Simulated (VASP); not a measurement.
A run of VASP 6.6.1 is set up as follows.

File INCAR:

```
PREC = Accurate
ENCUT = 520
EDIFF = 1E-6
ISMEAR = 0
SIGMA = 0.15
LREAL = False
LASPH = True
NELM = 100
ALGO = Normal
ISIF = 2
LWAVE = False
LCHARG = False
GGA = PS
NBANDS = 8
```

Contents of KPOINTS:

```
regular mesh
0
Gamma
  20 20 20
```

File POSCAR:

```
Al
1.0
   -1.5275699424      1.5275699424      1.5912186900
    1.5275699424     -1.5275699424      1.5912186900
    1.5275699424      1.5275699424     -1.5912186900
Al
1
Direct
    0.0000000000      0.0000000000      0.0000000000
```

Potentials or basis: VASP PAW PBE potentials, release 64 (Al).

Command:

```bash
$ cat potpaw_PBE.64/Al/POTCAR > POTCAR
$ mpirun -np 1 vasp_std > vasp.out
```

**Question.** Predict the pressure.

**Answer.** 10.2 GPa.

Stress tensor (GPa, compression positive):
```
 9.47  0.00  0.00
 0.00  9.47  0.00
 0.00  0.00 11.67
```

Caveat: the cell differs from its parent crystal (strain -0.0400 x Voigt [1, 1, 0, 0, 0, 0]); the PAW data sets were made with another functional, which shifts forces and pressure a little.
